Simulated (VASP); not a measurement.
Input of a VASP 6.6.1 run:

INCAR

```
  PREC = Accurate
  ENCUT = 520
  EDIFF = 1E-7
  ISMEAR = -1
  SIGMA = 0.08
  LREAL = F
  LASPH = T
  NELM = 150
  ALGO = Normal
  ISIF = 2
  LWAVE = F
  LCHARG = F
  ISPIN = 2
  MAGMOM = 0.6 0.6
  LORBIT = 11
  LMAXMIX = 4
  GGA = PE
  NBANDS = 22
```

KPOINTS

```
regular mesh
0
Gamma
  9 9 5
```

POSCAR

```
Y
1.0
    3.6474000000      0.0000000000      0.0000000000
   -1.8237000000      3.1587410578      0.0000000000
    0.0000000000      0.0000000000      5.7306000000
Y
2
Direct
    0.3333333333      0.6666666667      0.2500000000
    0.6666666667      0.3333333333      0.7500000000
```

Potentials or basis: VASP PAW PBE potentials, release 64 (Y_sv).

Run with:

```console
$ cat potpaw_PBE.64/Y_sv/POTCAR > POTCAR
$ mpirun -np 1 vasp_std > vasp.out
```

Task: Estimate the band gap on the k mesh.

Result: Zero (filled and empty bands overlap).

Task: Estimate the pressure.

Result: -0.2 GPa.

Task: What does it give for the net moment?

Result: 0.00 μB per cell.

Stress tensor (GPa, compression positive):
```
-0.10  0.00  0.00
 0.00 -0.10  0.00
 0.00  0.00 -0.49
```
